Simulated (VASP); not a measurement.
Input of a VASP 6.6.1 run:

INCAR

```
SYSTEM = BeS2
PREC     = Accurate       ! precision mode
ENCUT    = 520            ! plane-wave cutoff, eV
EDIFF    = 1E-7           ! SCF threshold, eV
ISMEAR   = 0              ! smearing method
SIGMA    = 0.1            ! smearing width, eV
LREAL    = .FALSE.        ! projectors in reciprocal space
LASPH    = .TRUE.         ! aspherical terms in the spheres
NELM     = 80             ! most SCF steps
ALGO     = Normal         ! electronic algorithm
ISIF     = 2              ! what is computed and relaxed
LWAVE    = .FALSE.        ! write WAVECAR
LCHARG   = .TRUE.         ! write CHGCAR
GGA      = PE             ! functional
LELF     = .TRUE.         ! ELF
LVHAR    = .TRUE.       
NBANDS   = 23             ! bands
```

Contents of KPOINTS:

```
regular mesh
0
G
  4 4 4
  0 0 0
```

Contents of POSCAR:

```
BeS2
1.0
    4.7604860200      0.0000000000      0.0000000000
    0.0000000000      4.7604860200      0.0000000000
    0.0000000000      0.0000000000      4.7604860200
Be S
2 4
Direct
    0.0000000000      0.0000000000      0.0000000000
    0.5000000000      0.5000000000      0.5000000000
    0.2500000000      0.2500000000      0.2500000000
    0.2500000000      0.7500000000      0.7500000000
    0.7500000000      0.7500000000      0.2500000000
    0.7500000000      0.2500000000      0.7500000000
```

Potentials or basis: VASP PAW PBE potentials, release 64 (Be, S).

Command:

```sh
$ cat potpaw_PBE.64/Be/POTCAR potpaw_PBE.64/S/POTCAR > POTCAR
$ mpirun -np 1 vasp_std > vasp.out
```

**Question.** Predict the pressure.

**Answer.** -2.5 GPa.

**Question.** Estimate the band gap on the k mesh.

**Answer.** Zero (band 14 reaches 3.91 eV, above the bottom of band 15 at 2.82 eV).
